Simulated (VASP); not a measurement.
# CdF2 (Fm-3m) in VASP: single point with r2SCAN

Aim: the single point of CdF2 with r2SCAN.

Program: VASP 6.6.1. These are calculated values, not measurements. Logs are shortened: lines on timing, memory, paths and dates and some standing lists are left out, and cuts for length are marked.

### Step 1. The cell of the first run

Symmetry: Fm-3m, No. 225, cubic system. The conventional cell has a = 5.388 Å, b = 5.388 Å, c = 5.388 Å, α = 90.00°, β = 90.00°, γ = 90.00°. Within 3.1 Å of Cd (site symmetry m-3m) lie 8 F at 2.33 Å. F (site symmetry -43m) has 4 Cd at 2.33 Å and 6 F at 2.69 Å within 3.1 Å.

### Step 2. Single point, r2SCAN

File POSCAR:

```
CdF2
1.0
    0.0000000000      2.6941776812      2.6941776812
    2.6941776812      0.0000000000      2.6941776812
    2.6941776812      2.6941776812      0.0000000000
Cd F
1 2
Direct
    0.0000000000      0.0000000000      0.0000000000
    0.2500000000      0.2500000000      0.2500000000
    0.7500000000      0.7500000000      0.7500000000
```

File INCAR.step1:

```
ALGO = Normal ; EDIFF = 1E-4
ENCUT = 520 ; GGA = PE
ISMEAR = 0 ; LASPH = True
LCHARG = False ; LREAL = False
LWAVE = True ; NBANDS = 20
NELM = 60 ; PREC = Accurate
SIGMA = 0.01
```

File INCAR.step2:

```
ALGO = Normal ; EDIFF = 1E-7
ENCUT = 520 ; ISIF = 2
ISMEAR = 0 ; ISTART = 1
LASPH = True ; LCHARG = True
LELF = True ; LMIXTAU = True
LREAL = False ; LVHAR = True
LWAVE = False ; METAGGA = R2SCAN
NBANDS = 20 ; NELM = 60
PREC = Accurate ; SIGMA = 0.01
```

File KPOINTS:

```
k-points
0
Gamma
  6 6 6
```

Potentials or basis: VASP PAW PBE potentials, release 64 (Cd, F).

Command:

```
$ cat potpaw_PBE.64/Cd/POTCAR potpaw_PBE.64/F/POTCAR > POTCAR
$ cp INCAR.step1 INCAR
$ mpirun -np 1 vasp_std > vasp.out
$ cp INCAR.step2 INCAR
$ mpirun -np 1 vasp_std > vasp.out
```

OUTCAR:

```text
EDIFF = 1E-7
   ENCUT = 520
   ISIF = 2
   ISMEAR = 0
   ISTART = 1
   LASPH = True
   LREAL = False
   METAGGA = R2SCAN
   NELM = 60
   PREC = Accurate

 ion  position               nearest neighbor table
   1  0.000  0.000  0.000-   3 2.33   3 2.33   3 2.33   2 2.33   3 2.33   2 2.33   2 2.33   2 2.33

   2  0.250  0.250  0.250-   1 2.33   1 2.33   1 2.33   1 2.33
   3  0.750  0.750  0.750-   1 2.33   1 2.33   1 2.33   1 2.33

  LATTYP: Found a face centered cubic cell.
 ALAT       =     5.3883553624

  Lattice vectors:

 A1 = (   0.0000000000,   2.6941776812,   2.6941776812)
 A2 = (   2.6941776812,   0.0000000000,   2.6941776812)
 A3 = (   2.6941776812,   2.6941776812,   0.0000000000)

Analysis of symmetry for initial positions (statically):
[... 33 lines left out ...]
                                     Primitive cell

  volume of cell :      39.1119

  direct lattice vectors                    reciprocal lattice vectors
     0.000000000  2.694177681  2.694177681    -0.185585384  0.185585384  0.185585384
     2.694177681  0.000000000  2.694177681     0.185585384 -0.185585384  0.185585384
     2.694177681  2.694177681  0.000000000     0.185585384  0.185585384 -0.185585384

  length of vectors
     3.810142616  3.810142616  3.810142616     0.321443315  0.321443315  0.321443315

  position of ions in fractional coordinates (direct lattice)
     0.000000000  0.000000000  0.000000000
     0.250000000  0.250000000  0.250000000
     0.750000000  0.750000000  0.750000000

  ion indices of the primitive-cell ions
   primitive index   ion index
                 1           1
                 2           2
                 3           3

----------------------------------------------------------------------------------------

 KPOINTS: k-points

Automatic generation of k-mesh.
 Grid dimensions read from file:
 generate k-points for:    6    6    6

 Generating k-lattice:

  Cartesian coordinates                     Fractional coordinates (reciprocal lattice)
    -0.030930897  0.030930897  0.030930897     0.166666667  0.000000000  0.000000000
     0.030930897 -0.030930897  0.030930897     0.000000000  0.166666667  0.000000000
     0.030930897  0.030930897 -0.030930897     0.000000000  0.000000000  0.166666667

  Length of vectors
     0.053573886  0.053573886  0.053573886

  Shift w.r.t. Gamma in fractional coordinates (k-lattice)
     0.000000000  0.000000000  0.000000000

 Subroutine IBZKPT returns following result:
 ===========================================

 Found     16 irreducible k-points:

 Following reciprocal coordinates:
            Coordinates               Weight
  0.000000  0.000000  0.000000      1.000000
  0.166667  0.000000  0.000000      8.000000
  0.333333  0.000000  0.000000      8.000000
  0.500000  0.000000  0.000000      4.000000
  0.166667  0.166667  0.000000      6.000000
  0.333333  0.166667  0.000000     24.000000
[... 8 lines left out ...]
 -0.333333  0.333333  0.166667     24.000000
 -0.333333  0.500000  0.166667     12.000000
   k-points           NKPTS =     16   k-points in BZ     NKDIM =     16   number of bands    NBANDS=     20
   number of dos      NEDOS =    301   number of ions     NIONS =      3
   total plane-waves  NPLWV =  21952
   dimension x,y,z NGX =    28 NGY =   28 NGZ =   28
   dimension x,y,z NGXF=    56 NGYF=   56 NGZF=   56
   ions per type =               1   2
   NGX,Y,Z   is equivalent  to a cutoff of  12.22, 12.22, 12.22 a.u.
   NGXF,Y,Z  is equivalent  to a cutoff of  24.43, 24.43, 24.43 a.u.
 SYSTEM =  unknown system
   PREC   = accura    normal or accurate (medium, high low for compatibility)
   ISTART =      1    job   : 0-new  1-cont  2-samecut
   ICHARG =      0    charge: 1-file 2-atom 10-const
   ISPIN  =      1    spin polarized calculation?
   LNONCOLLINEAR =      F non collinear calculations
   LSORBIT =      F    spin-orbit coupling
   LASPH  =      T    aspherical Exc in radial PAW
   ENCUT  =  520.0 eV  38.22 Ry    6.18 a.u.   7.08  7.08  7.08*2*pi/ulx,y,z
   NELM   =     60;   NELMIN=  2; NELMDL=  0     # of ELM steps
   EDIFF  = 0.1E-06   stopping-criterion for ELM
   LREAL  =      F    real-space projection
   EDIFFG = 0.1E-05   stopping-criterion for IOM
   NSW    =      0    number of steps for IOM
   IBRION =     -1    ionic relax: 0-MD 1-quasi-New 2-CG
   NFREE  =      0    steps in history (QN), initial steepest desc. (CG)
   ISIF   =      2    stress and relaxation
   ISYM   =      2    0-nonsym 1-usesym 2-fastsym
   POTIM  = 0.5000    time-step for ionic-motion
   TEBEG  =    0.0;   TEEND  =   0.0 temperature during run
   PSTRESS=    0.0 pullay stress
   NELECT =      26.0000    total number of electrons
   NUPDOWN=      -1.0000    fix difference up-down
   EMIN   =  10.00;   EMAX   =-10.00  energy-range for DOS
   EFERMI =   0.00;   METHOD = LEGACY
   ISMEAR =     0;   SIGMA  =   0.01  broadening in eV -4-tet -1-fermi 0-gaus
   EFERMI_NEDOS =   21; number of points for ismear=-14 and -15
   IALGO  =     38    algorithm
   IMIX   =      4    mixing-type and parameters
     AMIX     =   0.40;   BMIX     =  1.00
     AMIX_MAG =   1.60;   BMIX_MAG =  1.00
  volume/ion in A,a.u.               =      13.04        87.98
  Fermi-wavevector in a.u.,A,eV,Ry     =   1.428772  2.699988 27.774804  2.041391
  Thomas-Fermi vector in A             =   2.548798
   LORBIT       =      0    0 simple, 1 ext, 2 COOP (PROOUT), +10 PAW based schemes
   METAGGA = R2SCAN    functional components
   LHFCALC =     F    Hartree Fock is set to
   AEXX    =    0.0000 exact exchange contribution
   IVDW    =     0    specifies the selected vdW correction
   LEPSILON=     F    determine dielectric tensor
   LRPA    =     F    only Hartree local field effects (RPA)
 non-spin polarized calculation
 Gauss-broadening in eV      SIGMA  =   0.01
  energy-cutoff  :      520.00
  volume of cell :       39.11
 maximum number of plane-waves:      1067
   NGX = 15   NGY = 15   NGZ = 15

 number of electron      25.9999990 magnetization

 Free energy of the ion-electron system (eV)
  ---------------------------------------------------
  ext. energy  EPLUGINS =         0.00000000
  ---------------------------------------------------
  free energy    TOTEN  =       -33.71945210 eV

  energy without entropy =      -33.71945210  energy(sigma->0) =      -33.71945210

 E-fermi :  -1.7923     XC(G=0): -11.0470

 val. band max:       -1.8894642414   @ k =  -0.3333   0.5000   0.1667
 cond. band min:       1.8802372997   @ k =   0.0000   0.0000   0.0000
 fundamental gap:      3.7697015410
 Fermi energy:        -1.7922949635

 k-point     1 :       0.0000    0.0000    0.0000
  band No.  band energies     occupation
      1     -23.8077      2.00000
      2     -22.7419      2.00000
      3      -7.4981      2.00000
      4      -7.4980      2.00000
      5      -7.4980      2.00000
      6      -6.2606      2.00000
[... 12 lines left out ...]
     19      18.9904      0.00000
     20      18.9904      0.00000

 k-point     2 :       0.1667    0.0000    0.0000
  band No.  band energies     occupation
      1     -23.7248      2.00000
      2     -22.8158      2.00000
      3      -7.3962      2.00000
      4      -7.3962      2.00000
      5      -7.2050      2.00000
      6      -6.2886      2.00000
[... 12 lines left out ...]
     19      18.3352      0.00000
     20      18.3352      0.00000

 k-point     3 :       0.3333    0.0000    0.0000
  band No.  band energies     occupation
      1     -23.5153      2.00000
      2     -23.0058      2.00000
      3      -7.2149      2.00000
      4      -7.2148      2.00000
      5      -6.4938      2.00000
      6      -6.2684      2.00000
[... 12 lines left out ...]
     19      17.4625      0.00000
     20      18.1900      0.00000

 k-point     4 :       0.5000    0.0000    0.0000
  band No.  band energies     occupation
      1     -23.2889      2.00000
      2     -23.2202      2.00000
      3      -7.1505      2.00000
      4      -7.1505      2.00000
      5      -6.1918      2.00000
      6      -6.1918      2.00000
[... 12 lines left out ...]
     19      17.0892      0.00000
     20      17.6347      0.00000

 k-point     5 :       0.1667    0.1667    0.0000
  band No.  band energies     occupation
      1     -23.7013      2.00000
      2     -22.8347      2.00000
      3      -7.3415      2.00000
      4      -7.3415      2.00000
      5      -7.1327      2.00000
      6      -6.4121      2.00000
[... 12 lines left out ...]
     19      19.2322      0.00000
     20      19.2840      0.00000

 k-point     6 :       0.3333    0.1667    0.0000
  band No.  band energies     occupation
      1     -23.5462      2.00000
      2     -22.9700      2.00000
      3      -7.1489      2.00000
      4      -7.1487      2.00000
      5      -6.6092      2.00000
      6      -6.5267      2.00000
[... 12 lines left out ...]
     19      18.9111      0.00000
     20      20.5841      0.00000

 k-point     7 :       0.5000    0.1667    0.0000
  band No.  band energies     occupation
      1     -23.3306      2.00000
      2     -23.1670      2.00000
      3      -7.0736      2.00000
      4      -7.0224      2.00000
      5      -6.3591      2.00000
      6      -6.2039      2.00000
[... 12 lines left out ...]
     19      17.9923      0.00000
     20      20.4194      0.00000
[... 93 lines left out ...]
 k-point    12 :      -0.3333    0.3333    0.0000
  band No.  band energies     occupation
      1     -23.2493      2.00000
      2     -23.2311      2.00000
      3      -7.0247      2.00000
      4      -6.7410      2.00000
      5      -6.3921      2.00000
      6      -6.2675      2.00000
[... 12 lines left out ...]
     19      18.3940      0.00000
     20      21.0311      0.00000

 k-point    13 :       0.5000    0.5000    0.0000
  band No.  band energies     occupation
      1     -23.3617      2.00000
      2     -23.1032      2.00000
      3      -7.2605      2.00000
      4      -6.5234      2.00000
      5      -6.5234      2.00000
      6      -6.1503      2.00000
[... 12 lines left out ...]
     19      18.6316      0.00000
     20      20.7408      0.00000

 k-point    14 :       0.5000    0.3333    0.1667
  band No.  band energies     occupation
      1     -23.4039      2.00000
      2     -23.0889      2.00000
      3      -7.0244      2.00000
      4      -6.8799      2.00000
      5      -6.6203      2.00000
      6      -6.2698      2.00000
[... 12 lines left out ...]
     19      18.3688      0.00000
     20      20.6946      0.00000

 k-point    15 :      -0.3333    0.3333    0.1667
  band No.  band energies     occupation
      1     -23.2488      2.00000
      2     -23.2316      2.00000
      3      -6.9695      2.00000
      4      -6.7737      2.00000
      5      -6.4162      2.00000
      6      -6.3387      2.00000
[... 12 lines left out ...]
     19      17.8891      0.00000
     20      21.1293      0.00000

 k-point    16 :      -0.3333    0.5000    0.1667
  band No.  band energies     occupation
      1     -23.2996      2.00000
      2     -23.1699      2.00000
      3      -7.0374      2.00000
      4      -6.5190      2.00000
      5      -6.4572      2.00000
      6      -6.3833      2.00000
[... 12 lines left out ...]
     19      19.2591      0.00000
     20      19.9475      0.00000

------------------------ aborting loop because EDIFF is reached ----------------------------------------

  FORCE on cell =-STRESS in cart. coord.  units (eV):
  Direction    XX          YY          ZZ          XY          YZ          ZX
  --------------------------------------------------------------------------------------
  -------------------------------------------------------------------------------------
  Total        0.2416764      0.2416764      0.2416764      0.0000000     -0.0000000     -0.0000000
  in kB        9.9000198      9.9000198      9.9000198      0.0000000     -0.0000000     -0.0000000
  external PRESSURE =       9.9000198 kB  Pullay stress =       0.0000000 kB

 VOLUME and BASIS-vectors are now :
 -----------------------------------------------------------------------------
  energy-cutoff  :      520.00
  volume of cell :       39.11
      direct lattice vectors                 reciprocal lattice vectors
     0.000000000  2.694177681  2.694177681    -0.185585384  0.185585384  0.185585384
     2.694177681  0.000000000  2.694177681     0.185585384 -0.185585384  0.185585384
     2.694177681  2.694177681  0.000000000     0.185585384  0.185585384 -0.185585384

 POSITION                                       TOTAL-FORCE (eV/Angst)
 -----------------------------------------------------------------------------------
      0.00000      0.00000      0.00000        -0.000000     -0.000000      0.000000
      1.34709      1.34709      1.34709        -0.000000     -0.000000     -0.000000
      4.04127      4.04127      4.04127         0.000000      0.000000      0.000000
 -----------------------------------------------------------------------------------
    total drift:                                0.000000      0.000000      0.000000

  FREE ENERGIE OF THE ION-ELECTRON SYSTEM (eV)
  ---------------------------------------------------
  free  energy   TOTEN  =       -33.7194520965 eV

  energy  without entropy=      -33.7194520965  energy(sigma->0) =      -33.71945210
```

It took 64 s on 1 thread of AMD EPYC 7R13 (Zen 3), shared host; peak memory 0.14 GiB.

What came out:

| Item | Value |
| --- | --- |
| Free energy | -33.7195 eV |
| Pressure | 1.0 GPa |
| Band gap on the k mesh | 3.77 eV, indirect (least direct gap 4.25 eV) |

Caveat: the PAW data sets were made with another functional, which shifts forces and pressure a little.
